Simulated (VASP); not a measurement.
A run of VASP 6.6.1:

INCAR

```
  PREC = Accurate
  ENCUT = 520
  EDIFF = 1E-6
  ISMEAR = -1
  SIGMA = 0.02
  LREAL = F
  LASPH = T
  NELM = 100
  ALGO = Normal
  ISIF = 2
  LWAVE = F
  LCHARG = T
  GGA = PE
  LELF = T
  LVHAR = T
  NBANDS = 16
```

KPOINTS

```
regular mesh
0
Gamma
  8 8 8
```

File POSCAR:

```
GaAs
1.0
    0.0000000000      2.8725062224      2.8725062224
    2.8725062224      0.0000000000      2.8725062224
    2.8725062224      2.8725062224      0.0000000000
Ga As
1 1
Direct
    0.0000000000      0.0000000000      0.0000000000
    0.2500000000      0.2500000000      0.2500000000
```

Potentials or basis: VASP PAW PBE potentials, release 64 (Ga_d, As).

Command:

```sh
$ cat potpaw_PBE.64/Ga_d/POTCAR potpaw_PBE.64/As/POTCAR > POTCAR
$ mpirun -np 1 vasp_std > vasp.out
```

Hardware: 1 thread of Intel(R) Xeon(R) Platinum 8259CL CPU @ 2.50GHz (Skylake/Cascade Lake) (shared host).

**Question.** Estimate the wall time of this run.

**Answer.** Run time: 20 s on 1 thread of Intel(R) Xeon(R) Platinum 8259CL CPU @ 2.50GHz (Skylake/Cascade Lake) (shared host), peak memory 0.17 GiB. Counts: scf iterations 12, k points 29.
